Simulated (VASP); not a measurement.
Wanted: the native input for a VASP 6.6.1 run.

| Property | Result |
| --- | --- |
| Task | single point |
| Functional | BLYP |
| Potentials or basis | VASP PAW PBE potentials, release 64 (I) |
| Cutoff | 520 eV |
| k mesh | 7 × 7 × 3 |
| Occupations | fermi-dirac, width 0.05 eV |
| Spin | no spin polarisation |
| Dipole correction | no |
| Further INCAR settings | ALGO = Normal; EDIFF = 1e-07; NBANDS = 22 |

The structure of I lies in POSCAR:

```
I
1.0
    3.5608297907     -2.3461283221      0.0000000000
    3.5608297907      2.3461283221      0.0000000000
    0.0000000000      0.0000000000      9.5935177805
I
4
Direct
    0.6493000000      0.3507000000      0.3844000000
    0.1493000000      0.8507000000      0.1156000000
    0.3507000000      0.6493000000      0.6156000000
    0.8507000000      0.1493000000      0.8844000000
```

These files were run (other wordings do the same):

INCAR

```
SYSTEM = I
  PREC = Accurate
  ENCUT = 520
  EDIFF = 1E-7
  ISMEAR = -1
  SIGMA = 0.05
  LREAL = .False.
  LASPH = .True.
  NELM = 60
  ALGO = Normal
  ISIF = 2
  LWAVE = .False.
  LCHARG = .False.
  GGA = B5
  ALDAX = 1.0
  AGGAX = 1.0
  AGGAC = 1.0
  ALDAC = 0.0
  NBANDS = 22
```

KPOINTS

```
Automatic mesh
0
Gamma
  7 7 3
  0 0 0
```

Potentials or basis: VASP PAW PBE potentials, release 64 (I).

The run is started by

```console
$ cat potpaw_PBE.64/I/POTCAR > POTCAR
$ mpirun -np 1 vasp_std > vasp.out
```

It gave:

* Pressure: 6.3 GPa
* Largest force: 1.728 eV/Å
* Band gap on the k mesh: 1.47 eV (least direct gap 1.58 eV)

Caveat: the stress differs along the axes, from 3 to 10 GPa; this functional lacks dispersion, which holds the molecules together, so the pressure and a relaxed volume are unreliable; the PAW data sets were made with another functional, which shifts forces and pressure a little; spin-orbit coupling is left out, which moves the levels of the heavy elements.

Run time: 65 s on 1 thread of Intel(R) Xeon(R) 6975P-C (Granite Rapids), on a shared host, peak memory 0.28 GiB.
